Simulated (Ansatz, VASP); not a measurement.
**Two plane-wave programs on GaO**

```
CELL_PARAMETERS angstrom
3.10719 0.00000 0.00000
-1.55359 2.69090 0.00000
0.00000 0.00000 13.43865
ATOMIC_POSITIONS crystal
Ga 0.33333 0.66667 0.15689
Ga 0.66667 0.33333 0.65689
Ga 0.33333 0.66667 0.34311
Ga 0.66667 0.33333 0.84311
O 0.33333 0.66667 0.60306
O 0.66667 0.33333 0.10306
O 0.33333 0.66667 0.89694
O 0.66667 0.33333 0.39694
```

Alike in both runs: functional PBE; k mesh 6 × 6 × 2; occupations gaussian, width 0.1 eV; no spin polarisation.

Ansatz relaxed the structure, and its values are those at the end. VASP's run is a single point on that final structure, the one shown.

|  | VASP | Ansatz |
| --- | --- | --- |
| version | VASP 6.6.1 | Ansatz 0.2.0 |
| potentials or method | VASP PAW PBE potentials, release 64 (Ga_d, O), cutoff 520 eV | scalar-relativistic, plane waves, PAW |
| valence electrons in the cell | 76 | 76 |

|  | VASP | Ansatz | Ansatz less VASP |
| --- | --- | --- | --- |
| gap on the k mesh at the Fermi level (eV) | 1.09 | 1.11 | +0.020 |
| least direct gap on the mesh (eV) | 1.18 | 1.19 | +0.017 |
| pressure (GPa) | 0.7 | 0.3 | -0.46 |
| rms of the force components (eV/Å) | 0.027 | 0.001 | -0.0265 |
